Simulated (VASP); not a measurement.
Input of a VASP 6.6.1 run:

The input POSCAR:

```
Al
1.0
    0.0000000000      2.6598623323      2.6598623323
    2.6598623323      0.0000000000      2.6598623323
    2.6598623323      2.6598623323      0.0000000000
Al
2
Direct
    0.5000000000      0.5000000000      0.5000000000
    0.7500000000      0.7500000000      0.7500000000
```

INCAR.step1

```
SYSTEM = Al
ALGO = Normal
EDIFF = 1E-4
ENCUT = 600
GGA = PE
ISMEAR = 0
LASPH = .True.
LCHARG = .False.
LREAL = .False.
LWAVE = .True.
NELM = 80
PREC = Accurate
SIGMA = 0.1
```

File INCAR.step2:

```
SYSTEM = Al
ALGO = Normal
EDIFF = 1E-6
EDIFFG = -0.04
ENCUT = 600
IBRION = 2
ISIF = 3
ISMEAR = 0
ISTART = 1
LASPH = .True.
LCHARG = .False.
LMIXTAU = .True.
LREAL = .False.
LWAVE = .False.
METAGGA = R2SCAN
NELM = 80
NSW = 90
PREC = Accurate
SIGMA = 0.1
```

File KPOINTS:

```
k-points
0
Gamma
  6 6 6
  0 0 0
```

Potentials or basis: VASP PAW PBE potentials, release 64 (Al).

The run is started by

```sh
$ cat potpaw_PBE.64/Al/POTCAR > POTCAR
$ cp INCAR.step1 INCAR
$ mpirun -np 1 vasp_std > vasp.out
$ cp INCAR.step2 INCAR
$ mpirun -np 1 vasp_std > vasp.out
```

(1) What does it give for the relaxed cell?

(2) Predict the relaxed volume.

(3) Estimate the space group after relaxing (to 0.05 Å).

(4) Predict the band gap on the k mesh.

## Answers

(1) a = 4.257 Å, b = 4.257 Å, c = 4.257 Å, α = 60.00°, β = 60.00°, γ = 60.00°.

(2) 27.28 Å³/atom.

(3) Fd-3m (No. 227).

(4) zero (band 3 reaches 5.05 eV, above the bottom of band 4 at 1.53 eV).

Caveat: the volume moved by over 15 % at a fixed basis, so the end points are rough; the PAW data sets were made with another functional, which shifts forces and pressure a little.
